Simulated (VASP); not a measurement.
Wanted: the native input for a VASP 6.6.1 run.

- Task: electric field gradients
- Functional: r2SCAN
- Potentials or basis: VASP PAW PBE potentials, release 64 (B, As)
- Cutoff: 520 eV
- k mesh: 13 × 13 × 13
- Occupations: fermi-dirac, width 0.05 eV
- Spin: no spin polarisation
- Dipole correction: no
- Further INCAR settings: ALGO = Normal; EDIFF = 1e-08; NBANDS = 11

The system is BAs.

```
B As
1.0
     0.00000    2.38850    2.38850
     2.38850    0.00000    2.38850
     2.38850    2.38850    0.00000
B As
1 1
Direct
  0.00000 0.00000 0.00000
  0.25000 0.25000 0.25000
```

The input as run:

POSCAR

```
BAs
1.0
    0.0000000000      2.3885000000      2.3885000000
    2.3885000000      0.0000000000      2.3885000000
    2.3885000000      2.3885000000      0.0000000000
B As
1 1
Direct
    0.0000000000      0.0000000000      0.0000000000
    0.2500000000      0.2500000000      0.2500000000
```

INCAR.step1

```
PREC     = Accurate       # precision mode
ENCUT    = 520            # plane-wave cutoff, eV
ISMEAR   = -1             # smearing method
SIGMA    = 0.05           # smearing width, eV
LREAL    = F              # projectors in reciprocal space
LASPH    = T              # aspherical terms in the spheres
NELM     = 100            # most SCF steps
NBANDS   = 11             # bands
GGA      = PE             # functional
ALGO     = Normal         # electronic algorithm
EDIFF    = 1E-4           # SCF threshold, eV
LWAVE    = T              # write WAVECAR
LCHARG   = F              # write CHGCAR
```

INCAR.step2

```
PREC     = Accurate       # precision mode
ENCUT    = 520            # plane-wave cutoff, eV
EDIFF    = 1E-8           # SCF threshold, eV
ISMEAR   = -1             # smearing method
SIGMA    = 0.05           # smearing width, eV
LREAL    = F              # projectors in reciprocal space
LASPH    = T              # aspherical terms in the spheres
NELM     = 100            # most SCF steps
ALGO     = Normal         # electronic algorithm
ISIF     = 2              # what is computed and relaxed
LWAVE    = F              # write WAVECAR
LCHARG   = F              # write CHGCAR
METAGGA  = R2SCAN         # meta-GGA
LMIXTAU  = T            
LEFG     = T            
NBANDS   = 11             # bands
ISTART   = 1
```

KPOINTS

```
regular mesh
0
Gamma
  13 13 13
```

Potentials or basis: VASP PAW PBE potentials, release 64 (B, As).

The run is started by

```sh
$ cat potpaw_PBE.64/B/POTCAR potpaw_PBE.64/As/POTCAR > POTCAR
$ cp INCAR.step1 INCAR
$ mpirun -np 1 vasp_std > vasp.out
$ cp INCAR.step2 INCAR
$ mpirun -np 1 vasp_std > vasp.out
```

Results of the run:

* Pressure: 0.9 GPa
* Band gap on the k mesh: 1.37 eV, indirect (least direct gap 3.45 eV)

Caveat: without QUAD_EFG the Cq values of the log hold for a quadrupole moment of 1 mb, not for the nuclei; the PAW data sets were made with another functional, which shifts forces and pressure a little.

Run time: 110 s on 1 thread of AMD EPYC 9R45 96-Core Processor (Zen 5), on a shared host, peak memory 0.15 GiB.
